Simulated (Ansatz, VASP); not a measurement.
Al2Pt in VASP and in Ansatz

```xyz
3
Lattice="0.0000 2.9939 2.9939 2.9939 0.0000 2.9939 2.9939 2.9939 0.0000" Properties=species:S:1:pos:R:3 pbc="T T T"
Pt    0.0000    0.0000    0.0000
Al    4.4908    4.4908    4.4908
Al    1.4969    1.4969    1.4969
```

Alike in both runs: task single point; functional PBEsol; k mesh 8 × 8 × 8; occupations fermi-dirac, width 0.05 eV; no spin polarisation.

```csv
,VASP,Ansatz
version,VASP 6.6.1,Ansatz 0.2.0
potentials or method,"VASP PAW PBE potentials, release 64 (Pt, Al)",Ansatz PAW
plane-wave cutoff (eV),520,420
valence electrons in the cell,16,24
```

```tsv
	VASP	Ansatz	Ansatz less VASP
gap on the k mesh at the Fermi level (eV)	none	none	-
pressure (GPa)	-5.8	-5.8	+0.06
```

VASP's potentials were made for PBE, not for PBEsol. A gap of «none» marks a metal or a gap that the smearing closes. VASP's potentials hold 16 valence electrons a cell and Ansatz's 24, so a difference there can come from the potentials and not from the codes.

Neither program's run includes spin-orbit coupling.
